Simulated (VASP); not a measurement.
Input of a VASP 6.6.1 run:

File POSCAR:

```
Ti
1.0
    3.0078578261      0.0000000000      0.0000000000
   -1.5039289131      2.6048812885      0.0000000000
    0.0000000000      0.0000000000      4.7717880089
Ti
2
Direct
    0.6666666667      0.3333333333      0.7500000000
    0.3333333333      0.6666666667      0.2500000000
```

File INCAR.step1:

```
SYSTEM = Ti
  PREC = Accurate
  ENCUT = 520
  EDIFF = 1E-5
  ISMEAR = -1
  SIGMA = 0.05
  LREAL = .FALSE.
  LASPH = .TRUE.
  NELM = 80
  ALGO = Normal
  ISIF = 2
  LWAVE = .TRUE.
  LCHARG = .FALSE.
  NBANDS = 19
  GGA = PE
```

INCAR.step2

```
SYSTEM = Ti
  PREC = Accurate
  ENCUT = 520
  EDIFF = 1E-6
  ISMEAR = -1
  SIGMA = 0.05
  LREAL = .FALSE.
  LASPH = .TRUE.
  NELM = 80
  ALGO = Normal
  ISIF = 2
  LWAVE = .FALSE.
  LCHARG = .FALSE.
  METAGGA = R2SCAN
  LHFCALC = .TRUE.
  AEXX = 0.5
  LMIXTAU = .TRUE.
  PRECFOCK = Normal
  NBANDS = 19
  ISTART = 1
```

Contents of KPOINTS:

```
Automatic mesh
0
G
  5 5 3
  0 0 0
```

Potentials or basis: VASP PAW PBE potentials, release 64 (Ti_sv).

The run is started by

```console
$ cat potpaw_PBE.64/Ti_sv/POTCAR > POTCAR
$ cp INCAR.step1 INCAR
$ mpirun -np 1 vasp_std > vasp.out
$ cp INCAR.step2 INCAR
$ mpirun -np 1 vasp_std > vasp.out
```

Q: Predict the band gap on the k mesh.

A: Zero (bands 12 and 13 overlap by 2.55 eV).

Q: Predict the pressure.

A: -12.4 GPa.

Stress tensor (GPa, compression positive):
```
-11.77   0.00   0.00
  0.00 -11.77   0.00
  0.00   0.00 -13.69
```

Caveat: the k points lie up to 0.48 Å⁻¹ apart, too coarse for converged energies and pressures of a metal; the PAW data sets were made with another functional, which shifts forces and pressure a little.
